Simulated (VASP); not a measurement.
# SnS2 in VASP: a series of runs

SnS2 is run at these levels: PBE+D3(BJ); tasks: single point.

Program: VASP 6.6.1. These are calculated values, not measurements. Logs are shortened: lines on timing, memory, paths and dates and some standing lists are left out, and cuts for length are marked.

## Step 1: The cell of the first run

The cell holds a slab with vacuum, 9 atoms: a = 3.668 Å, b = 3.668 Å, c = 55.152 Å, α = 90.00°, β = 90.00°, γ = 120.00°.

## Step 2: Single point, PBE+D3(BJ) (atoms taken out)

INCAR reads:

```
SYSTEM = SnS2
PREC = Accurate
ENCUT = 520
EDIFF = 1E-6
ISMEAR = 0
SIGMA = 0.02
LREAL = .FALSE.
LASPH = .TRUE.
NELM = 100
ALGO = Normal
ISIF = 2
LWAVE = .FALSE.
LCHARG = .FALSE.
LDIPOL = .TRUE.
IDIPOL = 3
DIPOL = 0.5 0.5 0.500
GGA = PE
IVDW = 12
NBANDS = 49
```

KPOINTS reads:

```
regular mesh
0
G
  9 9 1
  0 0 0
```

POSCAR reads:

```
SnS2
1.0
    3.6678820606      0.0000000000      0.0000000000
   -1.8339410303      3.1764790425      0.0000000000
    0.0000000000      0.0000000000     55.1520191628
S Sn
6 3
Direct
    0.6666666667      0.3333333333      0.3677634848
    0.3333333333      0.6666666667      0.4214696325
    0.6666666667      0.3333333333      0.4731855656
    0.3333333333      0.6666666667      0.5268144344
    0.6666666667      0.3333333333      0.5785303675
    0.3333333333      0.6666666667      0.6322365152
    0.0000000000      0.0000000000      0.3946379731
    0.0000000000      0.0000000000      0.5000000000
    0.0000000000      0.0000000000      0.6053620269
```

Potentials or basis: VASP PAW PBE potentials, release 64 (S, Sn_d).

The run is started by

```sh
$ cat potpaw_PBE.64/S/POTCAR potpaw_PBE.64/Sn_d/POTCAR > POTCAR
$ mpirun -np 1 vasp_std > vasp.out
```

OUTCAR:

```text
SYSTEM = SnS2
   PREC = Accurate
   ENCUT = 520
   EDIFF = 1E-6
   ISMEAR = 0
   LREAL = .FALSE.
   LASPH = .TRUE.
   NELM = 100
   ISIF = 2
   GGA = PE
   IVDW = 12
 IVDW          = 12

 ion  position               nearest neighbor table
   1  0.667  0.333  0.368-   7 2.58   7 2.58   7 2.58
   2  0.333  0.667  0.421-   7 2.58   7 2.58   7 2.58
   3  0.667  0.333  0.473-   8 2.58   8 2.58   8 2.58
   4  0.333  0.667  0.527-   8 2.58   8 2.58   8 2.58
   5  0.667  0.333  0.579-   9 2.58   9 2.58   9 2.58
   6  0.333  0.667  0.632-   9 2.58   9 2.58   9 2.58
   7  0.000  0.000  0.395-   2 2.58   2 2.58   2 2.58   1 2.58   1 2.58   1 2.58
   8  0.000  0.000  0.500-   3 2.58   4 2.58   4 2.58   3 2.58   3 2.58   4 2.58
   9  0.000  0.000  0.605-   5 2.58   5 2.58   5 2.58   6 2.58   6 2.58   6 2.58

  LATTYP: Found a hexagonal cell.
 ALAT       =     3.6678820606
 C/A-ratio  =    15.0364756150

  Lattice vectors:

 A1 = (   3.6678820606,   0.0000000000,   0.0000000000)
 A2 = (  -1.8339410303,   3.1764790425,   0.0000000000)
 A3 = (   0.0000000000,   0.0000000000,  55.1520191628)

Analysis of symmetry for initial positions (statically):
=====================================================================
 Subroutine PRICEL returns:
 Original cell was already a primitive cell.

 Routine SETGRP: Setting up the symmetry group for a
 hexagonal supercell.

 Subroutine GETGRP returns: Found 12 space group operations
 (whereof 12 operations were pure point group operations)
 out of a pool of 24 trial point group operations.

The static configuration has the point symmetry D_3d.

Analysis of symmetry for dynamics (positions and initial velocities):
=====================================================================
 Subroutine PRICEL returns:
 Original cell was already a primitive cell.

 Routine SETGRP: Setting up the symmetry group for a
 hexagonal supercell.

 Subroutine GETGRP returns: Found 12 space group operations
 (whereof 12 operations were pure point group operations)
 out of a pool of 24 trial point group operations.

The dynamic configuration has the point symmetry D_3d.

 Subroutine INISYM returns: Found 12 space group operations
 (whereof 12 operations are pure point group operations),
 and found     1 'primitive' translations

----------------------------------------------------------------------------------------

                                     Primitive cell

  volume of cell :     642.5734

  direct lattice vectors                    reciprocal lattice vectors
     3.667882061  0.000000000  0.000000000     0.272636901  0.157406988  0.000000000
    -1.833941030  3.176479043  0.000000000     0.000000000  0.314813977  0.000000000
     0.000000000  0.000000000 55.152019163     0.000000000  0.000000000  0.018131702

  length of vectors
     3.667882061  3.667882061 55.152019163     0.314813977  0.314813977  0.018131702

  position of ions in fractional coordinates (direct lattice)
     0.666666667  0.333333333  0.367763485
     0.333333333  0.666666667  0.421469632
     0.666666667  0.333333333  0.473185566
     0.333333333  0.666666667  0.526814434
     0.666666667  0.333333333  0.578530368
     0.333333333  0.666666667  0.632236515
     0.000000000  0.000000000  0.394637973
     0.000000000  0.000000000  0.500000000
     0.000000000  0.000000000  0.605362027

  ion indices of the primitive-cell ions
   primitive index   ion index
                 1           1
                 2           2
                 3           3
                 4           4
                 5           5
                 6           6
                 7           7
                 8           8
                 9           9

----------------------------------------------------------------------------------------

 KPOINTS: regular mesh

Automatic generation of k-mesh.
 Grid dimensions read from file:
 generate k-points for:    9    9    1

 Generating k-lattice:

  Cartesian coordinates                     Fractional coordinates (reciprocal lattice)
     0.030292989  0.017489665  0.000000000     0.111111111  0.000000000  0.000000000
     0.000000000  0.034979331  0.000000000     0.000000000  0.111111111  0.000000000
     0.000000000  0.000000000  0.018131702     0.000000000  0.000000000  1.000000000

  Length of vectors
     0.034979331  0.034979331  0.018131702

  Shift w.r.t. Gamma in fractional coordinates (k-lattice)
     0.000000000  0.000000000  0.000000000

 Subroutine IBZKPT returns following result:
 ===========================================

 Found     12 irreducible k-points:

 Following reciprocal coordinates:
            Coordinates               Weight
  0.000000  0.000000  0.000000      1.000000
  0.111111 -0.000000  0.000000      6.000000
  0.222222 -0.000000  0.000000      6.000000
  0.333333 -0.000000  0.000000      6.000000
  0.444444 -0.000000  0.000000      6.000000
  0.111111  0.111111  0.000000      6.000000
  0.222222  0.111111  0.000000     12.000000
  0.333333  0.111111  0.000000     12.000000
  0.444444  0.111111  0.000000      6.000000
  0.222222  0.222222  0.000000      6.000000
  0.333333  0.222222  0.000000     12.000000
  0.333333  0.333333  0.000000      2.000000
   k-points           NKPTS =     12   k-points in BZ     NKDIM =     12   number of bands    NBANDS=     49
   number of dos      NEDOS =    301   number of ions     NIONS =      9
   total plane-waves  NPLWV = 329280
   dimension x,y,z NGX =    28 NGY =   28 NGZ =  420
   dimension x,y,z NGXF=    56 NGYF=   56 NGZF=  840
   ions per type =               6   3
   NGX,Y,Z   is equivalent  to a cutoff of  12.69, 12.69, 12.66 a.u.
   NGXF,Y,Z  is equivalent  to a cutoff of  25.38, 25.38, 25.32 a.u.
 SYSTEM =  SnS2
   PREC   = accura    normal or accurate (medium, high low for compatibility)
   ISTART =      0    job   : 0-new  1-cont  2-samecut
   ICHARG =      2    charge: 1-file 2-atom 10-const
   ISPIN  =      1    spin polarized calculation?
   LNONCOLLINEAR =      F non collinear calculations
   LSORBIT =      F    spin-orbit coupling
   LASPH  =      T    aspherical Exc in radial PAW
   ENCUT  =  520.0 eV  38.22 Ry    6.18 a.u.   6.82  6.82102.55*2*pi/ulx,y,z
   NELM   =    100;   NELMIN=  2; NELMDL= -5     # of ELM steps
   EDIFF  = 0.1E-05   stopping-criterion for ELM
   LREAL  =      F    real-space projection
   EDIFFG = 0.1E-04   stopping-criterion for IOM
   NSW    =      0    number of steps for IOM
   IBRION =     -1    ionic relax: 0-MD 1-quasi-New 2-CG
   NFREE  =      0    steps in history (QN), initial steepest desc. (CG)
   ISIF   =      2    stress and relaxation
   ISYM   =      2    0-nonsym 1-usesym 2-fastsym
   POTIM  = 0.5000    time-step for ionic-motion
   TEBEG  =    0.0;   TEEND  =   0.0 temperature during run
   PSTRESS=    0.0 pullay stress
   NELECT =      78.0000    total number of electrons
   NUPDOWN=      -1.0000    fix difference up-down
   EMIN   =  10.00;   EMAX   =-10.00  energy-range for DOS
   EFERMI =   0.00;   METHOD = LEGACY
   ISMEAR =     0;   SIGMA  =   0.02  broadening in eV -4-tet -1-fermi 0-gaus
   EFERMI_NEDOS =   21; number of points for ismear=-14 and -15
   IALGO  =     38    algorithm
   IMIX   =      4    mixing-type and parameters
     AMIX     =   0.40;   BMIX     =  1.00
     AMIX_MAG =   1.60;   BMIX_MAG =  1.00
  volume/ion in A,a.u.               =      71.40       481.81
  Fermi-wavevector in a.u.,A,eV,Ry     =   0.810585  1.531784  8.939690  0.657049
  Thomas-Fermi vector in A             =   1.919788
   LORBIT       =      0    0 simple, 1 ext, 2 COOP (PROOUT), +10 PAW based schemes
   GGA     = PE    functional components
   LHFCALC =     F    Hartree Fock is set to
   AEXX    =    0.0000 exact exchange contribution
   IVDW    =    12    specifies the selected vdW correction
   LEPSILON=     F    determine dielectric tensor
   LRPA    =     F    only Hartree local field effects (RPA)
 non-spin polarized calculation
 Gauss-broadening in eV      SIGMA  =   0.02
  energy-cutoff  :      520.00
  volume of cell :      642.57
 maximum number of plane-waves:     17370
 NGX is ok and might be reduce to    28
   NGX = 13   NGY = 13   NGZ =205

 dipolmoment           0.000000      0.000000     -0.000000 electrons x Angstroem

 number of electron      78.0000027 magnetization

 dipolmoment           0.000000      0.000000      0.000000 electrons x Angstroem

 Free energy of the ion-electron system (eV)
  ---------------------------------------------------
  ext. energy  EPLUGINS =         0.00000000
  ---------------------------------------------------
  free energy    TOTEN  =       -39.51061457 eV

  energy without entropy =      -39.51061457  energy(sigma->0) =      -39.51061457

 E-fermi :  -2.9390     XC(G=0):  -3.2715

 val. band max:       -3.0793723604   @ k =   0.1111   0.1111   0.0000
 cond. band min:      -1.6019947562   @ k =   0.4444  -0.0000   0.0000
 fundamental gap:      1.4773776042
 Fermi energy:        -2.9390362118

 k-point     1 :       0.0000    0.0000    0.0000
  band No.  band energies     occupation
      1     -23.9515      2.00000
      2     -23.9515      2.00000
      3     -23.9454      2.00000
      4     -23.9454      2.00000
      5     -23.9454      2.00000
      6     -23.9454      2.00000
[... 41 lines left out ...]
     48       2.2703      0.00000
     49       2.2756      0.00000

 k-point     2 :       0.1111   -0.0000    0.0000
  band No.  band energies     occupation
      1     -23.9587      2.00000
      2     -23.9524      2.00000
      3     -23.9524      2.00000
      4     -23.9446      2.00000
      5     -23.9384      2.00000
      6     -23.9384      2.00000
[... 512 lines left out ...]
 k-point    12 :       0.3333    0.3333    0.0000
  band No.  band energies     occupation
      1     -23.9729      2.00000
      2     -23.9729      2.00000
      3     -23.9662      2.00000
      4     -23.9662      2.00000
      5     -23.9657      2.00000
      6     -23.9657      2.00000
[... 41 lines left out ...]
     48       3.6324      0.00000
     49       4.0969      0.00000

------------------------ aborting loop because EDIFF is reached ----------------------------------------

 vacuum level on the upper side and lower side of the slab       (xc-potential included)        -0.006        -0.006

 Edisp (eV)   -2.64904

 E8    (eV) :    -1.1083

  FORCE on cell =-STRESS in cart. coord.  units (eV):
  Direction    XX          YY          ZZ          XY          YZ          ZX
  --------------------------------------------------------------------------------------
  -------------------------------------------------------------------------------------
  Total      -0.16846    -0.16846    -0.10302    -0.00000     0.00000     0.00000
  in kB      -0.42003    -0.42003    -0.25687    -0.00000     0.00000     0.00000
  external pressure =       -0.37 kB  Pullay stress =        0.00 kB

 VOLUME and BASIS-vectors are now :
 -----------------------------------------------------------------------------
  energy-cutoff  :      520.00
  volume of cell :      642.57
      direct lattice vectors                 reciprocal lattice vectors
     3.667882061  0.000000000  0.000000000     0.272636901  0.157406988  0.000000000
    -1.833941030  3.176479043  0.000000000     0.000000000  0.314813977  0.000000000
     0.000000000  0.000000000 55.152019163     0.000000000  0.000000000  0.018131702

 POSITION                                       TOTAL-FORCE (eV/Angst)
 -----------------------------------------------------------------------------------
      1.83394      1.05883     20.28290        -0.000000     -0.000000      0.004945
     -0.00000      2.11765     23.24490         0.000000      0.000000     -0.007220
      1.83394      1.05883     26.09714        -0.000000     -0.000000      0.006438
     -0.00000      2.11765     29.05488        -0.000000      0.000000     -0.006438
      1.83394      1.05883     31.90712         0.000000     -0.000000      0.007220
     -0.00000      2.11765     34.86912         0.000000      0.000000     -0.004945
      0.00000      0.00000     21.76508         0.000000      0.000000      0.000067
      0.00000      0.00000     27.57601         0.000000      0.000000      0.000000
      0.00000      0.00000     33.38694         0.000000      0.000000     -0.000067
 -----------------------------------------------------------------------------------
    total drift:                               -0.000000      0.000000      0.000000

  FREE ENERGIE OF THE ION-ELECTRON SYSTEM (eV)
  ---------------------------------------------------
  free  energy   TOTEN  =       -42.1596570529 eV

  energy  without entropy=      -42.1596570529  energy(sigma->0) =      -42.15965705

 vacuum level on the upper side and lower side of the slab         3.575         3.575
```

Run time: 10 min. Hardware: 1 thread of Intel Xeon Platinum 8488C (Sapphire Rapids), shared host; peak memory 0.85 GiB.

Results:

| Item | Value |
| --- | --- |
| Free energy | -42.1597 eV |
| Largest force | 0.007 eV/Å |
| Band gap on the k mesh | 1.48 eV (least direct gap 1.72 eV) |
| Dispersion energy per atom | -0.294 eV |

Forces in eV/Å, atoms in the order of the input:
```
S    0.000  0.000  0.005
S    0.000  0.000 -0.007
S    0.000  0.000  0.006
S    0.000  0.000 -0.006
S    0.000  0.000  0.007
S    0.000  0.000 -0.005
Sn   0.000  0.000  0.000
Sn   0.000  0.000  0.000
Sn   0.000  0.000  0.000
```

Levels at points of the mesh, in eV from the valence-band top:
```
           k point  band 35  band 36  band 37  band 38  band 39  band 40  band 41  band 42  band 43  band 44
(0.00, 0.00, 0.00)    -0.21    -0.21    -0.21    -0.17    -0.17     2.05     2.50     2.95     3.71     3.75
```

Caveat: the cell differs from its parent crystal (atoms taken out); spin-orbit coupling is left out, which moves the levels of the heavy elements.

## Step 3: Single point, PBE+D3(BJ) (atoms taken out)

INCAR reads:

```
PREC     = Accurate       # precision mode
ENCUT    = 520            # plane-wave cutoff, eV
EDIFF    = 1E-7           # SCF threshold, eV
ISMEAR   = 0              # smearing method
SIGMA    = 0.02           # smearing width, eV
LREAL    = False          # projectors in reciprocal space
LASPH    = True           # aspherical terms in the spheres
NELM     = 60             # most SCF steps
ALGO     = Normal         # electronic algorithm
ISIF     = 2              # what is computed and relaxed
LWAVE    = False          # write WAVECAR
LCHARG   = True           # write CHGCAR
LDIPOL   = True         
IDIPOL   = 3            
DIPOL    = 0.5 0.5 0.500
GGA      = PE             # functional
IVDW     = 12             # dispersion correction
LELF     = True           # ELF
LVHAR    = True         
LVACPOTAV= True         
NBANDS   = 49             # bands
```

KPOINTS reads:

```
regular mesh
0
Gamma
  9 9 1
```

POSCAR reads:

```
SnS2
1.0
    3.6686266277      0.0000000000      0.0000000000
   -1.8343133139      3.1771238566      0.0000000000
    0.0000000000      0.0000000000     55.1520191628
S Sn
6 3
Direct
    0.6666666667      0.3333333333      0.3678560658
    0.3333333333      0.6666666667      0.4214669201
    0.6666666667      0.3333333333      0.4731945729
    0.3333333333      0.6666666667      0.5268054271
    0.6666666667      0.3333333333      0.5785330799
    0.3333333333      0.6666666667      0.6321439342
    0.0000000000      0.0000000000      0.3946614929
    0.0000000000      0.0000000000      0.5000000000
    0.0000000000      0.0000000000      0.6053385071
```

Potentials or basis: VASP PAW PBE potentials, release 64 (S, Sn_d).

The run is started by

```sh
$ cat potpaw_PBE.64/S/POTCAR potpaw_PBE.64/Sn_d/POTCAR > POTCAR
$ mpirun -np 1 vasp_std > vasp.out
```

It took 12 min on 1 thread of Intel Xeon Platinum 8488C (Sapphire Rapids), shared host; peak memory 0.81 GiB.

It converged, with:

| Property | Result |
| --- | --- |
| Free energy | -42.1595 eV |
| Largest force | 0.032 eV/Å |
| Band gap on the k mesh | 1.48 eV (least direct gap 1.72 eV) |
| Dispersion energy per atom | -0.294 eV |
| Ionisation potential of the upper face | 6.65 eV |

Forces in eV/Å, atoms in the order of the input:
```
S    0.000  0.000 -0.032
S    0.000  0.000  0.007
S    0.000  0.000  0.004
S    0.000  0.000 -0.004
S    0.000  0.000 -0.007
S    0.000  0.000  0.032
Sn   0.000  0.000  0.023
Sn   0.000  0.000  0.000
Sn   0.000  0.000 -0.023
```

Levels at points of the mesh, in eV from the valence-band top:
```csv
k point,band 35,band 36,band 37,band 38,band 39,band 40,band 41,band 42,band 43,band 44
"(0.00, 0.00, 0.00)",-0.22,-0.22,-0.21,-0.18,-0.18,2.05,2.50,2.94,3.70,3.74
```

Caveat: the cell differs from its parent crystal (atoms taken out); spin-orbit coupling is left out, which moves the levels of the heavy elements.
